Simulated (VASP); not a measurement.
# HgOs (Pm-3m) in VASP: single point with PBE

Aim: the single point of HgOs with PBE.

Program: VASP 6.6.1. These are calculated values, not measurements. Logs are shortened: lines on timing, memory, paths and dates and some standing lists are left out, and cuts for length are marked.

**1. The cell of the first run**

It takes space group Pm-3m (No. 221, cubic). The conventional cell has a = 3.247 Å, b = 3.247 Å, c = 3.247 Å, α = 90.00°, β = 90.00°, γ = 90.00°. Hg (site symmetry m-3m) has 8 Os at 2.81 Å and 6 Hg at 3.25 Å within 3.7 Å. Os (site symmetry m-3m) has 8 Hg at 2.81 Å and 6 Os at 3.25 Å within 3.7 Å.

**2. Single point, PBE**

INCAR reads:

```
SYSTEM = HgOs
ALGO = Normal
EDIFF = 1E-6
ENCUT = 500
GGA = PE
GGA_COMPAT = .False.
ISIF = 2
ISMEAR = 0
LASPH = .True.
LCHARG = .False.
LREAL = .False.
LWAVE = .False.
NBANDS = 25
NELM = 120
PREC = Accurate
SIGMA = 0.1
```

KPOINTS reads:

```
k-points
0
Gamma
  18 18 18
  0 0 0
```

POSCAR reads:

```
HgOs
1.0
    3.2472093033      0.0000000000      0.0000000000
    0.0000000000      3.2472093033      0.0000000000
    0.0000000000      0.0000000000      3.2472093033
Hg Os
1 1
Direct
    0.0000000000      0.0000000000      0.0000000000
    0.5000000000      0.5000000000      0.5000000000
```

Potentials or basis: VASP PAW PBE potentials, release 64 (Hg_sv_GW, Os_sv_GW).

The run is started by

```sh
> cat potpaw_PBE.64/Hg_sv_GW/POTCAR potpaw_PBE.64/Os_sv_GW/POTCAR > POTCAR
> mpirun -np 1 vasp_std > vasp.out
```

OUTCAR:

```text
SYSTEM = HgOs
   EDIFF = 1E-6
   ENCUT = 500
   GGA = PE
   ISIF = 2
   ISMEAR = 0
   LASPH = .True.
   LREAL = .False.
   NELM = 120
   PREC = Accurate

 ion  position               nearest neighbor table
   1  0.000  0.000  0.000-   2 2.81   2 2.81   2 2.81   2 2.81   2 2.81   2 2.81   2 2.81   2 2.81

   2  0.500  0.500  0.500-   1 2.81   1 2.81   1 2.81   1 2.81   1 2.81   1 2.81   1 2.81   1 2.81

  LATTYP: Found a simple cubic cell.
 ALAT       =     3.2472093033

  Lattice vectors:

 A1 = (   3.2472093033,   0.0000000000,   0.0000000000)
 A2 = (   0.0000000000,   3.2472093033,   0.0000000000)
 A3 = (   0.0000000000,   0.0000000000,   3.2472093033)

Analysis of symmetry for initial positions (statically):
=====================================================================
 Subroutine PRICEL returns:
 Original cell was already a primitive cell.

 Routine SETGRP: Setting up the symmetry group for a
 simple cubic supercell.

 Subroutine GETGRP returns: Found 48 space group operations
 (whereof 48 operations were pure point group operations)
 out of a pool of 48 trial point group operations.

The static configuration has the point symmetry O_h .

Analysis of symmetry for dynamics (positions and initial velocities):
=====================================================================
 Subroutine PRICEL returns:
 Original cell was already a primitive cell.

 Routine SETGRP: Setting up the symmetry group for a
 simple cubic supercell.

 Subroutine GETGRP returns: Found 48 space group operations
 (whereof 48 operations were pure point group operations)
 out of a pool of 48 trial point group operations.

The dynamic configuration has the point symmetry O_h .

 Subroutine INISYM returns: Found 48 space group operations
 (whereof 48 operations are pure point group operations),
 and found     1 'primitive' translations

----------------------------------------------------------------------------------------

                                     Primitive cell

  volume of cell :      34.2398

  direct lattice vectors                    reciprocal lattice vectors
     3.247209303  0.000000000  0.000000000     0.307956743  0.000000000  0.000000000
     0.000000000  3.247209303  0.000000000     0.000000000  0.307956743  0.000000000
     0.000000000  0.000000000  3.247209303     0.000000000  0.000000000  0.307956743

  length of vectors
     3.247209303  3.247209303  3.247209303     0.307956743  0.307956743  0.307956743

  position of ions in fractional coordinates (direct lattice)
     0.000000000  0.000000000  0.000000000
[... 77 lines left out ...]
   NELM   =    120;   NELMIN=  2; NELMDL= -5     # of ELM steps
   EDIFF  = 0.1E-05   stopping-criterion for ELM
   LREAL  =      F    real-space projection
   EDIFFG = 0.1E-04   stopping-criterion for IOM
   NSW    =      0    number of steps for IOM
   IBRION =     -1    ionic relax: 0-MD 1-quasi-New 2-CG
   NFREE  =      0    steps in history (QN), initial steepest desc. (CG)
   ISIF   =      2    stress and relaxation
   ISYM   =      2    0-nonsym 1-usesym 2-fastsym
   POTIM  = 0.5000    time-step for ionic-motion
   TEBEG  =    0.0;   TEEND  =   0.0 temperature during run
   PSTRESS=    0.0 pullay stress
   NELECT =      36.0000    total number of electrons
   NUPDOWN=      -1.0000    fix difference up-down
   EMIN   =  10.00;   EMAX   =-10.00  energy-range for DOS
   EFERMI =   0.00;   METHOD = LEGACY
   ISMEAR =     0;   SIGMA  =   0.10  broadening in eV -4-tet -1-fermi 0-gaus
   EFERMI_NEDOS =   21; number of points for ismear=-14 and -15
   IALGO  =     38    algorithm
   IMIX   =      4    mixing-type and parameters
     AMIX     =   0.40;   BMIX     =  1.00
     AMIX_MAG =   1.60;   BMIX_MAG =  1.00
  volume/ion in A,a.u.               =      17.12       115.53
  Fermi-wavevector in a.u.,A,eV,Ry     =   1.664685  3.145798 37.704137  2.771176
  Thomas-Fermi vector in A             =   2.751186
   LORBIT       =      0    0 simple, 1 ext, 2 COOP (PROOUT), +10 PAW based schemes
   GGA     = PE    functional components
   LHFCALC =     F    Hartree Fock is set to
   AEXX    =    0.0000 exact exchange contribution
   IVDW    =     0    specifies the selected vdW correction
   LEPSILON=     F    determine dielectric tensor
   LRPA    =     F    only Hartree local field effects (RPA)
 non-spin polarized calculation
 Gauss-broadening in eV      SIGMA  =   0.10
  energy-cutoff  :      500.00
  volume of cell :       34.24
 maximum number of plane-waves:       912
 NGX is ok and might be reduce to    24
   NGX = 11   NGY = 11   NGZ = 11

 number of electron      35.9999987 magnetization

 Free energy of the ion-electron system (eV)
  ---------------------------------------------------
  ext. energy  EPLUGINS =         0.00000000
  ---------------------------------------------------
  free energy    TOTEN  =        -9.98862170 eV

  energy without entropy =       -9.96633974  energy(sigma->0) =       -9.97748072

 E-fermi :   9.9371     XC(G=0): -13.3515

 val. band max:        9.9347144171   @ k =   0.2222   0.1111   0.1111
 cond. band min:       9.9427779976   @ k =   0.1667   0.1111   0.1111
 fundamental gap:      0.0080635805
 Fermi energy:         9.9370700726

 k-point     1 :       0.0000    0.0000    0.0000
  band No.  band energies     occupation
      1    -105.4840      2.00000
      2     -75.7546      2.00000
      3     -53.8056      2.00000
      4     -53.8056      2.00000
      5     -53.8056      2.00000
      6     -35.1402      2.00000
[... 661 lines left out ...]
     24      23.3592      0.00000
     25      24.3732      0.00000

 [... further k-points ...]

------------------------ aborting loop because EDIFF is reached ----------------------------------------

  FORCE on cell =-STRESS in cart. coord.  units (eV):
  Direction    XX          YY          ZZ          XY          YZ          ZX
  --------------------------------------------------------------------------------------
  -------------------------------------------------------------------------------------
  Total       -0.4206618     -0.4206618     -0.4206618     -0.0000000     -0.0000000      0.0000000
  in kB      -19.6839730    -19.6839730    -19.6839730     -0.0000000     -0.0000000      0.0000000
  external PRESSURE =     -19.6839730 kB  Pullay stress =       0.0000000 kB

 VOLUME and BASIS-vectors are now :
 -----------------------------------------------------------------------------
  energy-cutoff  :      500.00
  volume of cell :       34.24
      direct lattice vectors                 reciprocal lattice vectors
     3.247209303  0.000000000  0.000000000     0.307956743  0.000000000  0.000000000
     0.000000000  3.247209303  0.000000000     0.000000000  0.307956743  0.000000000
     0.000000000  0.000000000  3.247209303     0.000000000  0.000000000  0.307956743

 POSITION                                       TOTAL-FORCE (eV/Angst)
 -----------------------------------------------------------------------------------
      0.00000      0.00000      0.00000         0.000000      0.000000      0.000000
      1.62360      1.62360      1.62360         0.000000      0.000000      0.000000
 -----------------------------------------------------------------------------------
    total drift:                                0.000000      0.000000     -0.000000

  FREE ENERGIE OF THE ION-ELECTRON SYSTEM (eV)
  ---------------------------------------------------
  free  energy   TOTEN  =        -9.9886216971 eV

  energy  without entropy=       -9.9663397404  energy(sigma->0) =       -9.97748072
```

stdout:

```text
POSCAR found type information on POSCAR HgOs
 POSCAR found :  2 types and       2 ions
 scaLAPACK will be used
 LDA part: xc-table for (Slater+PW92), standard interpolation
 POSCAR, INCAR and KPOINTS ok, starting setup
 FFT: planning ... GRIDC
 FFT: planning ... GRID_SOFT
 FFT: planning ... GRID
 WAVECAR not read
 entering main loop
```

Wall time 92 s (1 thread of Intel Xeon Platinum 8488C (Sapphire Rapids), shared host); peak memory 0.33 GiB.

Results:

```
Free energy            : -9.9886 eV
Pressure               : -2.0 GPa
Band gap on the k mesh : zero (bands 18 and 19 overlap by 1.86 eV)
```

Caveat: spin-orbit coupling is left out, which moves the levels of the heavy elements.
